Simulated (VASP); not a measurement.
Input of a VASP 6.6.1 run:

Contents of INCAR:

```
ALGO = Normal
EDIFF = 1E-6
ENCUT = 520
GGA = PE
ISIF = 2
ISMEAR = 0
LASPH = T
LCHARG = F
LREAL = F
LWAVE = F
NBANDS = 15
NELM = 60
PREC = Accurate
SIGMA = 0.05
```

Contents of KPOINTS:

```
k-points
0
Gamma
  6 6 6
```

The input POSCAR:

```
BaTe
1.0
    4.2624660000      0.0000000000      0.0000000000
    0.0000000000      4.2624660000      0.0000000000
    0.0000000000      0.0000000000      4.2624660000
Ba Te
1 1
Direct
    0.0000000000      0.0439886207      0.0000000000
    0.5000000000      0.5000000000      0.5000000000
```

Potentials or basis: VASP PAW PBE potentials, release 64 (Ba_sv, Te).

Launch:

```sh
$ cat potpaw_PBE.64/Ba_sv/POTCAR potpaw_PBE.64/Te/POTCAR > POTCAR
$ mpirun -np 1 vasp_std > vasp.out
```

Task: Estimate the band gap on the k mesh.

Result: 0.82 eV, indirect (least direct gap 1.03 eV).

Task: Predict the largest force.

Result: 0.183 eV/Å.

Task: Predict the pressure.

Result: 0.3 GPa.

Forces in eV/Å, atoms in the order of the input:
```
Ba   0.000 -0.183  0.000
Te   0.000  0.183  0.000
```

Caveat: the cell differs from its parent crystal (all Ba atoms moved +0.188 Å, as atom 1 along Cartesian [0 1 0]); spin-orbit coupling is left out, which moves the levels of the heavy elements. A k mesh can miss the band edges.
